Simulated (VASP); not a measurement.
Set up this calculation in VASP 6.6.1, as the native input.

| Property | Result |
| --- | --- |
| Task | single point |
| Functional | PBE |
| Potentials or basis | VASP PAW PBE potentials, release 64 (W_sv, O, Zn) |
| Cutoff | 520 eV |
| k mesh | 1 × 1 × 1 |
| Occupations | fermi-dirac, width 0.1034 eV |
| Spin | no spin polarisation |
| Dipole correction | no |
| Further INCAR settings | LREAL = Auto; ALGO = Normal; EDIFF = 1e-06; NBANDS = 90; ISYM = 0 |

The structure of ZnWO4 lies in POSCAR:

```
ZnWO4
1.0
    6.3295770000      0.1311510000     -0.0352210000
    0.1311510000      5.9276150000     -0.0312300000
   -0.0352210000     -0.0312300000      6.2590500000
W O Zn
3 12 3
Direct
    0.7203436987      0.6278047800      0.8088961693
    0.6340110595      0.5032580186      0.3384234431
    0.3542771921     -0.0208040709      0.2518182928
    0.6207520499      0.3546809970      0.5980995831
    0.2378425140      0.0992098885     -0.0055937601
   -0.0499593029      0.4519122311      0.8070607524
    0.8995027794      0.5607071380      0.4178588238
    0.5328432571      0.1833765160      0.3047170291
    0.3042775956      0.5885518772      0.2534180804
    0.5981267686      0.7893190784      0.0796520331
    0.8711952843      0.8720391608      0.7817336740
    0.1794422328      0.0506464139      0.4854137325
    0.5587077903      0.7969832949      0.4757995279
    0.3222118743      0.6331280111      0.7641532201
    0.6696173985      0.3892900117      0.0652354785
    0.2654391323      0.4718947772      0.9866528156
    0.1785404496      0.9154964188      0.7461115227
    0.1654150868      0.4441820207      0.5061595433
```

These files were run (other wordings do the same):

INCAR

```
SYSTEM = ZnWO4
  ALGO = Normal
  EDIFF = 1E-6
  ENCUT = 520
  GGA = PE
  ISIF = 2
  ISMEAR = -1
  ISYM = 0
  LASPH = .TRUE.
  LCHARG = .FALSE.
  LREAL = Auto
  LWAVE = .FALSE.
  NBANDS = 90
  NELM = 60
  PREC = Accurate
  SIGMA = 0.1034
```

KPOINTS

```
k-points
0
G
  1 1 1
  0 0 0
```

Potentials or basis: VASP PAW PBE potentials, release 64 (W_sv, O, Zn).

Run with:

```console
$ cat potpaw_PBE.64/W_sv/POTCAR potpaw_PBE.64/O/POTCAR potpaw_PBE.64/Zn/POTCAR > POTCAR
$ mpirun -np 1 vasp_gam > vasp.out
```

Results of the run:

```
Pressure               : 3.7 GPa
Largest force          : 3.734 eV/Å
Band gap on the k mesh : 2.31 eV
```

Caveat: the k points lie up to 1.06 Å⁻¹ apart; spin-orbit coupling is left out, which moves the levels of the heavy elements.

Run time: 25 s on 1 thread of AMD EPYC 9R45 96-Core Processor (Zen 5), with other jobs on the host, peak memory 0.28 GiB.
